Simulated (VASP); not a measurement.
# CdF2 (P4_2/mnm) in VASP: single point with PBE

Aim: the single point of CdF2 with PBE.

Everything below comes from runs of VASP 6.6.1. Logs are shortened: lines on timing, memory, paths and dates and some standing lists are left out, and cuts for length are marked.

### 1 The cell of the first run

It takes space group P4_2/mnm (No. 136, tetragonal). The conventional cell has a = 4.560 Å, b = 4.560 Å, c = 2.976 Å, α = 90.00°, β = 90.00°, γ = 90.00°. Within 2.6 Å of Cd (site symmetry mmm) lie 6 F at 1.95 to 1.96 Å. F (site symmetry m2m) has 3 Cd at 1.95 to 1.96 Å and 1 F at 2.54 Å within 2.6 Å.

### 2 Single point, PBE (Mg replaced by Cd, lengths x 1.007, strained)

Contents of INCAR:

```
  PREC = Accurate
  ENCUT = 520
  EDIFF = 1E-6
  ISMEAR = 0
  SIGMA = 0.1
  LREAL = False
  LASPH = True
  NELM = 60
  ALGO = Normal
  ISIF = 2
  LWAVE = False
  LCHARG = True
  GGA = PE
  LELF = True
  LVHAR = True
  NBANDS = 35
```

Contents of KPOINTS:

```
Automatic mesh
0
Gamma
  4 4 6
```

Contents of POSCAR:

```
CdF2
1.0
    4.5599582774      0.0000000000      0.0000000000
    0.0000000000      4.5599582774      0.0000000000
    0.0000000000      0.0000000000      2.9758678659
Cd F
2 4
Direct
    0.0000000000      0.0000000000      0.0000000000
    0.5000000000      0.5000000000      0.5000000000
    0.3028000000      0.3028000000      0.0000000000
    0.1972000000      0.8028000000      0.5000000000
    0.6972000000      0.6972000000      0.0000000000
    0.8028000000      0.1972000000      0.5000000000
```

Potentials or basis: VASP PAW PBE potentials, release 64 (Cd, F).

Launch:

```console
$ cat potpaw_PBE.64/Cd/POTCAR potpaw_PBE.64/F/POTCAR > POTCAR
$ mpirun -np 1 vasp_std > vasp.out
```

OUTCAR:

```text
PREC = Accurate
   ENCUT = 520
   EDIFF = 1E-6
   ISMEAR = 0
   LREAL = False
   LASPH = True
   NELM = 60
   ISIF = 2
   GGA = PE

 ion  position               nearest neighbor table
   1  0.000  0.000  0.000-   3 1.95   5 1.95   4 1.96   6 1.96   4 1.96   6 1.96   2 3.55   2 3.55
                             2 3.55   2 3.55   2 3.55   2 3.55   2 3.55   2 3.55
   2  0.500  0.500  0.500-   4 1.95   6 1.95   5 1.96   3 1.96   3 1.96   5 1.96   1 3.55   1 3.55
                             1 3.55   1 3.55   1 3.55   1 3.55   1 3.55   1 3.55
   3  0.303  0.303  0.000-   1 1.95   2 1.96   2 1.96
   4  0.197  0.803  0.500-   2 1.95   1 1.96   1 1.96
   5  0.697  0.697  0.000-   1 1.95   2 1.96   2 1.96
   6  0.803  0.197  0.500-   2 1.95   1 1.96   1 1.96

  LATTYP: Found a simple tetragonal cell.
 ALAT       =     4.5599582774
 C/A-ratio  =     0.6526085733

  Lattice vectors:

 A1 = (   4.5599582774,   0.0000000000,   0.0000000000)
 A2 = (   0.0000000000,   4.5599582774,   0.0000000000)
 A3 = (   0.0000000000,   0.0000000000,   2.9758678659)

Analysis of symmetry for initial positions (statically):
=====================================================================
 Subroutine PRICEL returns:
 Original cell was already a primitive cell.

 Routine SETGRP: Setting up the symmetry group for a
 simple tetragonal supercell.

 Subroutine GETGRP returns: Found 16 space group operations
 (whereof  8 operations were pure point group operations)
 out of a pool of 16 trial point group operations.

The static configuration has the point symmetry D_2h.
 The point group associated with its full space group is D_4h.

Analysis of symmetry for dynamics (positions and initial velocities):
=====================================================================
 Subroutine PRICEL returns:
 Original cell was already a primitive cell.

 Routine SETGRP: Setting up the symmetry group for a
 simple tetragonal supercell.

 Subroutine GETGRP returns: Found 16 space group operations
 (whereof  8 operations were pure point group operations)
 out of a pool of 16 trial point group operations.

The dynamic configuration has the point symmetry D_2h.
 The point group associated with its full space group is D_4h.

 Subroutine INISYM returns: Found 16 space group operations
 (whereof  8 operations are pure point group operations),
 and found     1 'primitive' translations

----------------------------------------------------------------------------------------

                                     Primitive cell

  volume of cell :      61.8779

  direct lattice vectors                    reciprocal lattice vectors
     4.559958277  0.000000000  0.000000000     0.219300252  0.000000000  0.000000000
     0.000000000  4.559958277  0.000000000     0.000000000  0.219300252  0.000000000
     0.000000000  0.000000000  2.975867866     0.000000000  0.000000000  0.336036425

  length of vectors
     4.559958277  4.559958277  2.975867866     0.219300252  0.219300252  0.336036425

  position of ions in fractional coordinates (direct lattice)
     0.000000000  0.000000000  0.000000000
     0.500000000  0.500000000  0.500000000
     0.302800000  0.302800000  0.000000000
     0.197200000  0.802800000  0.500000000
     0.697200000  0.697200000  0.000000000
     0.802800000  0.197200000  0.500000000

  ion indices of the primitive-cell ions
   primitive index   ion index
                 1           1
                 2           2
                 3           3
                 4           4
                 5           5
                 6           6

----------------------------------------------------------------------------------------

 KPOINTS: Automatic mesh

Automatic generation of k-mesh.
 Grid dimensions read from file:
 generate k-points for:    4    4    6

 Generating k-lattice:

  Cartesian coordinates                     Fractional coordinates (reciprocal lattice)
     0.054825063  0.000000000  0.000000000     0.250000000  0.000000000  0.000000000
     0.000000000  0.054825063  0.000000000     0.000000000  0.250000000  0.000000000
     0.000000000  0.000000000  0.056006071     0.000000000  0.000000000  0.166666667

  Length of vectors
     0.054825063  0.054825063  0.056006071

  Shift w.r.t. Gamma in fractional coordinates (k-lattice)
     0.000000000  0.000000000  0.000000000

 Subroutine IBZKPT returns following result:
 ===========================================

 Found     24 irreducible k-points:

 Following reciprocal coordinates:
            Coordinates               Weight
  0.000000  0.000000  0.000000      1.000000
  0.250000  0.000000  0.000000      4.000000
  0.500000  0.000000  0.000000      2.000000
  0.250000  0.250000  0.000000      4.000000
  0.500000  0.250000  0.000000      4.000000
  0.500000  0.500000  0.000000      1.000000
[... 16 lines left out ...]
  0.500000  0.250000  0.500000      4.000000
  0.500000  0.500000  0.500000      1.000000
   k-points           NKPTS =     24   k-points in BZ     NKDIM =     24   number of bands    NBANDS=     35
   number of dos      NEDOS =    301   number of ions     NIONS =      6
   total plane-waves  NPLWV =  31104
   dimension x,y,z NGX =    36 NGY =   36 NGZ =   24
   dimension x,y,z NGXF=    72 NGYF=   72 NGZF=   48
   ions per type =               2   4
   NGX,Y,Z   is equivalent  to a cutoff of  13.12, 13.12, 13.41 a.u.
   NGXF,Y,Z  is equivalent  to a cutoff of  26.25, 26.25, 26.82 a.u.
 SYSTEM =  unknown system
   PREC   = accura    normal or accurate (medium, high low for compatibility)
   ISTART =      0    job   : 0-new  1-cont  2-samecut
   ICHARG =      2    charge: 1-file 2-atom 10-const
   ISPIN  =      1    spin polarized calculation?
   LNONCOLLINEAR =      F non collinear calculations
   LSORBIT =      F    spin-orbit coupling
   LASPH  =      T    aspherical Exc in radial PAW
   ENCUT  =  520.0 eV  38.22 Ry    6.18 a.u.   8.48  8.48  5.53*2*pi/ulx,y,z
   NELM   =     60;   NELMIN=  2; NELMDL= -5     # of ELM steps
   EDIFF  = 0.1E-05   stopping-criterion for ELM
   LREAL  =      F    real-space projection
   EDIFFG = 0.1E-04   stopping-criterion for IOM
   NSW    =      0    number of steps for IOM
   IBRION =     -1    ionic relax: 0-MD 1-quasi-New 2-CG
   NFREE  =      0    steps in history (QN), initial steepest desc. (CG)
   ISIF   =      2    stress and relaxation
   ISYM   =      2    0-nonsym 1-usesym 2-fastsym
   POTIM  = 0.5000    time-step for ionic-motion
   TEBEG  =    0.0;   TEEND  =   0.0 temperature during run
   PSTRESS=    0.0 pullay stress
   NELECT =      52.0000    total number of electrons
   NUPDOWN=      -1.0000    fix difference up-down
   EMIN   =  10.00;   EMAX   =-10.00  energy-range for DOS
   EFERMI =   0.00;   METHOD = LEGACY
   ISMEAR =     0;   SIGMA  =   0.10  broadening in eV -4-tet -1-fermi 0-gaus
   EFERMI_NEDOS =   21; number of points for ismear=-14 and -15
   IALGO  =     38    algorithm
   IMIX   =      4    mixing-type and parameters
     AMIX     =   0.40;   BMIX     =  1.00
     AMIX_MAG =   1.60;   BMIX_MAG =  1.00
  volume/ion in A,a.u.               =      10.31        69.60
  Fermi-wavevector in a.u.,A,eV,Ry     =   1.544890  2.919418 32.472811  2.386684
  Thomas-Fermi vector in A             =   2.650346
   LORBIT       =      0    0 simple, 1 ext, 2 COOP (PROOUT), +10 PAW based schemes
   GGA     = PE    functional components
   LHFCALC =     F    Hartree Fock is set to
   AEXX    =    0.0000 exact exchange contribution
   IVDW    =     0    specifies the selected vdW correction
   LEPSILON=     F    determine dielectric tensor
   LRPA    =     F    only Hartree local field effects (RPA)
 non-spin polarized calculation
 Gauss-broadening in eV      SIGMA  =   0.10
  energy-cutoff  :      520.00
  volume of cell :       61.88
 maximum number of plane-waves:      1685
 NGX is ok and might be reduce to    36
   NGX = 17   NGY = 17   NGZ = 11

 number of electron      52.0000010 magnetization

 Free energy of the ion-electron system (eV)
  ---------------------------------------------------
  ext. energy  EPLUGINS =         0.00000000
  ---------------------------------------------------
  free energy    TOTEN  =       -14.05632214 eV

  energy without entropy =      -14.05632214  energy(sigma->0) =      -14.05632214

 E-fermi :   3.3414     XC(G=0): -11.5817

 val. band max:        2.8984032785   @ k =   0.0000   0.0000   0.0000
 cond. band min:       5.4965728891   @ k =   0.0000   0.0000   0.0000
 fundamental gap:      2.5981696106
 Fermi energy:         3.3414166560

 k-point     1 :       0.0000    0.0000    0.0000
  band No.  band energies     occupation
      1     -22.1647      2.00000
      2     -21.3567      2.00000
      3     -21.0726      2.00000
      4     -21.0726      2.00000
      5      -7.3667      2.00000
      6      -7.1693      2.00000
[... 27 lines left out ...]
     34      18.3006      0.00000
     35      18.3006      0.00000

 k-point     2 :       0.2500    0.0000    0.0000
  band No.  band energies     occupation
      1     -22.0363      2.00000
      2     -21.4229      2.00000
      3     -21.1395      2.00000
      4     -21.0964      2.00000
      5      -7.0732      2.00000
      6      -6.8317      2.00000
[... 27 lines left out ...]
     34      19.0486      0.00000
     35      19.3517      0.00000

 k-point     3 :       0.5000    0.0000    0.0000
  band No.  band energies     occupation
      1     -21.7170      2.00000
      2     -21.7170      2.00000
      3     -21.1442      2.00000
      4     -21.1442      2.00000
      5      -6.4697      2.00000
      6      -6.4697      2.00000
[... 27 lines left out ...]
     34      17.8506      0.00000
     35      20.7658      0.00000

 k-point     4 :       0.2500    0.2500    0.0000
  band No.  band energies     occupation
      1     -21.9429      2.00000
      2     -21.4990      2.00000
      3     -21.1581      2.00000
      4     -21.1039      2.00000
      5      -7.2832      2.00000
      6      -6.4298      2.00000
[... 27 lines left out ...]
     34      18.0987      0.00000
     35      20.9666      0.00000

 k-point     5 :       0.5000    0.2500    0.0000
  band No.  band energies     occupation
      1     -21.7170      2.00000
      2     -21.7170      2.00000
      3     -21.1396      2.00000
      4     -21.1396      2.00000
      5      -6.9686      2.00000
      6      -6.9686      2.00000
[... 638 lines left out ...]
 k-point    22 :       0.2500    0.2500    0.5000
  band No.  band energies     occupation
      1     -21.4017      2.00000
      2     -21.3555      2.00000
      3     -21.2667      2.00000
      4     -21.2197      2.00000
      5      -6.3724      2.00000
      6      -6.3492      2.00000
[... 27 lines left out ...]
     34      16.6987      0.00000
     35      17.8891      0.00000

 k-point    23 :       0.5000    0.2500    0.5000
  band No.  band energies     occupation
      1     -21.3729      2.00000
      2     -21.3729      2.00000
      3     -21.2468      2.00000
      4     -21.2468      2.00000
      5      -6.2527      2.00000
      6      -6.2527      2.00000
[... 27 lines left out ...]
     34      15.4849      0.00000
     35      19.3706      0.00000

 k-point    24 :       0.5000    0.5000    0.5000
  band No.  band energies     occupation
      1     -21.3271      2.00000
      2     -21.3271      2.00000
      3     -21.2907      2.00000
      4     -21.2907      2.00000
      5      -5.8977      2.00000
      6      -5.8977      2.00000
[... 27 lines left out ...]
     34      14.5424      0.00000
     35      20.2629      0.00000

------------------------ aborting loop because EDIFF is reached ----------------------------------------

  FORCE on cell =-STRESS in cart. coord.  units (eV):
  Direction    XX          YY          ZZ          XY          YZ          ZX
  --------------------------------------------------------------------------------------
  -------------------------------------------------------------------------------------
  Total       37.4755095     37.4755095     49.2368941      0.0000000      0.0000000      0.0000000
  in kB      970.3373464    970.3373464   1274.8698502      0.0000000      0.0000000      0.0000000
  external PRESSURE =    1071.8481810 kB  Pullay stress =       0.0000000 kB

 VOLUME and BASIS-vectors are now :
 -----------------------------------------------------------------------------
  energy-cutoff  :      520.00
  volume of cell :       61.88
      direct lattice vectors                 reciprocal lattice vectors
     4.559958277  0.000000000  0.000000000     0.219300252  0.000000000  0.000000000
     0.000000000  4.559958277  0.000000000     0.000000000  0.219300252  0.000000000
     0.000000000  0.000000000  2.975867866     0.000000000  0.000000000  0.336036425

 POSITION                                       TOTAL-FORCE (eV/Angst)
 -----------------------------------------------------------------------------------
      0.00000      0.00000      0.00000         0.000000      0.000000      0.000000
      2.27998      2.27998      1.48793         0.000000      0.000000      0.000000
      1.38076      1.38076      0.00000        -0.979045     -0.979045     -0.000000
      0.89922      3.66073      1.48793         0.979045     -0.979045      0.000000
      3.17920      3.17920      0.00000         0.979045      0.979045      0.000000
      3.66073      0.89922      1.48793        -0.979045      0.979045      0.000000
 -----------------------------------------------------------------------------------
    total drift:                                0.000000      0.000000      0.000000

  FREE ENERGIE OF THE ION-ELECTRON SYSTEM (eV)
  ---------------------------------------------------
  free  energy   TOTEN  =       -14.0563221416 eV

  energy  without entropy=      -14.0563221416  energy(sigma->0) =      -14.05632214
```

Wall time 66 s (1 thread of AMD EPYC 7R43 (Zen 3), shared host); peak memory 0.14 GiB.

Results:

```
Free energy            : -14.0563 eV
Pressure               : 107.2 GPa
Largest force          : 1.385 eV/Å
Band gap on the k mesh : 2.60 eV
```

Forces on the atoms (eV/Å):
```
Cd   0.000  0.000  0.000
Cd   0.000  0.000  0.000
F   -0.979 -0.979  0.000
F    0.979 -0.979  0.000
F    0.979  0.979  0.000
F   -0.979  0.979  0.000
```

Stress tensor (GPa, compression positive):
```
 97.03   0.00   0.00
  0.00  97.03   0.00
  0.00   0.00 127.49
```

Caveat: the cell differs from its parent crystal (Mg replaced by Cd, lengths x 1.007, strained); the cell stands under pressure; forces of over 1 eV/Å act on the atoms, so gaps and moduli don't describe the material at rest.
